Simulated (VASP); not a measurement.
## Ge: single point with PBEsol

The system is Ge.

```
CELL_PARAMETERS angstrom
0.00000 2.83788 3.21021
2.83788 0.00000 3.21021
2.83788 2.83788 0.00000
ATOMIC_POSITIONS crystal
Ge 0.50000 0.50000 0.50000
Ge 0.75000 0.75000 0.75000
```

This cell differs from its parent crystal: strain +0.1312 x Voigt [0, 0, 1, 0, 0, 0].

* Program: VASP 6.6.1
* Task: single point
* Functional: PBEsol
* Potentials or basis: VASP PAW PBE potentials, release 64 (Ge_d)
* Cutoff: 520 eV
* k mesh: 18 × 18 × 18
* Occupations: gaussian, width 0.15 eV
* Spin: no spin polarisation
* Dipole correction: no
* Further INCAR settings: ALGO = Normal; EDIFF = 1e-07; NBANDS = 21

```json
{
 "Pressure": "-6.0 GPa",
 "Band gap on the k mesh": "zero (bands 14 and 15 overlap by 0.78 eV)"
}
```

Stress tensor (GPa, compression positive):
```
 -3.21   0.00   0.00
  0.00  -3.21   0.00
  0.00   0.00 -11.63
```

Levels at points of the mesh, in eV from the Fermi level:
```tsv
k point	band 10	band 11	band 12	band 13	band 14	band 15	band 16	band 17	band 18	band 19
(0.00, 0.00, 0.00)	-24.44	-11.83	-1.29	-0.64	0.34	0.34	2.34	2.34	2.91	5.94
(0.50, 0.00, 0.00)	-24.41	-10.03	-7.08	-1.71	-0.67	-0.44	3.56	3.92	6.97	9.07
(0.50, 0.50, 0.00)	-24.40	-8.75	-8.75	-2.10	-2.10	1.42	1.42	8.22	8.22	9.76
(0.50, 0.00, 0.50)	-24.43	-8.26	-8.26	-2.85	-2.85	0.54	0.54	7.88	7.88	9.62
```

Run time: 2.4 min on 1 thread of Intel(R) Xeon(R) 6975P-C (Granite Rapids), with other jobs on the host, peak memory 0.49 GiB.

Caveat: the cell differs from its parent crystal (strain +0.1312 x Voigt [0, 0, 1, 0, 0, 0]); the cell stands under tension; semilocal functionals underestimate gaps, so a narrow gap can read as zero; the PAW data sets were made with another functional, which shifts forces and pressure a little.
